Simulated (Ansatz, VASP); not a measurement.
**One calculation of As, two programs**

```
CELL_PARAMETERS angstrom
3.83229 0.00000 0.00000
-1.91615 3.31886 0.00000
0.00000 0.00000 6.32328
ATOMIC_POSITIONS crystal
As 0.33333 0.66667 0.43750
As 0.66667 0.33333 0.93750
As 0.66667 0.33333 0.56250
As 0.33333 0.66667 0.06250
```

Alike in both runs: task relaxation of cell and atoms; functional r2SCAN; k mesh 6 × 6 × 4; occupations gaussian, width 0.1 eV; no spin polarisation.

```csv
,VASP,Ansatz
version,VASP 6.6.1,Ansatz 0.2.0
potentials or method,"VASP PAW PBE potentials, release 64 (As), cutoff 600 eV","scalar-relativistic, plane waves, PAW"
valence electrons in the cell,20,60
```

|  | VASP | Ansatz | Ansatz less VASP |
| --- | --- | --- | --- |
| gap on the k mesh at the Fermi level, each at its own relaxed structure (eV) | none | none | - |
| relaxed volume (Å³/atom) | 26.12 | 26.04 | -0.081 |
| relaxed cell length with the largest relative difference (Å) | 5.730 | 5.710 | -0.0193 |

VASP's potentials were made for PBE, not for r2SCAN. A gap of «none» marks a metal or a gap that the smearing closes. VASP's potentials hold 20 valence electrons a cell and Ansatz's 60, so a difference there can come from the potentials and not from the codes.

Noted on VASP's run: the volume moved by over 15 % at a fixed basis, so the end points are rough.
